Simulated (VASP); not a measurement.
Wanted: the native input for a VASP 6.6.1 run.

```
Task                   : electric field gradients
Functional             : PBE
Dispersion             : D3(BJ)
Potentials or basis    : VASP PAW PBE potentials, release 64 (Tl_d)
Cutoff                 : 520 eV
k mesh                 : 15 × 15 × 8
Occupations            : fermi-dirac, width 0.15 eV
Spin                   : no spin polarisation
Dipole correction      : no
Further INCAR settings : ALGO = Normal; EDIFF = 1e-08; NBANDS = 20
```

The structure of Tl lies in POSCAR:

```
Tl
1.0
    3.5025058516      0.0000000000      0.0000000000
   -1.7512529258      3.0332590444      0.0000000000
    0.0000000000      0.0000000000      5.5833740671
Tl
2
Direct
    0.3333333333      0.6666666667      0.2500000000
    0.6666666667      0.3333333333      0.7500000000
```

The input as run:

INCAR

```
SYSTEM = Tl
ALGO = Normal ; EDIFF = 1E-8
ENCUT = 520 ; GGA = PE
ISIF = 2 ; ISMEAR = -1
IVDW = 12 ; LASPH = .TRUE.
LCHARG = .FALSE. ; LEFG = .TRUE.
LREAL = .FALSE. ; LWAVE = .FALSE.
NBANDS = 20 ; NELM = 100
PREC = Accurate ; SIGMA = 0.15
```

KPOINTS

```
k-points
0
G
  15 15 8
  0 0 0
```

Potentials or basis: VASP PAW PBE potentials, release 64 (Tl_d).

Run with:

```sh
$ cat potpaw_PBE.64/Tl_d/POTCAR > POTCAR
$ mpirun -np 1 vasp_std > vasp.out
```

Results of the run:

```json
{
  "Pressure": "-0.1 GPa",
  "Band gap on the k mesh": "zero (bands 13 and 14 overlap by 5.47 eV)",
  "Largest electric field gradient by atom": "Tl -14.8 V/Å²",
  "Dispersion energy per atom": "-0.330 eV"
}
```

Caveat: without QUAD_EFG the Cq values of the log hold for a quadrupole moment of 1 mb, not for the nuclei; spin-orbit coupling is left out, which moves the levels of the heavy elements.

Run time: 53 s on 1 thread of Intel(R) Xeon(R) 6975P-C (Granite Rapids), on a shared host, peak memory 0.27 GiB.
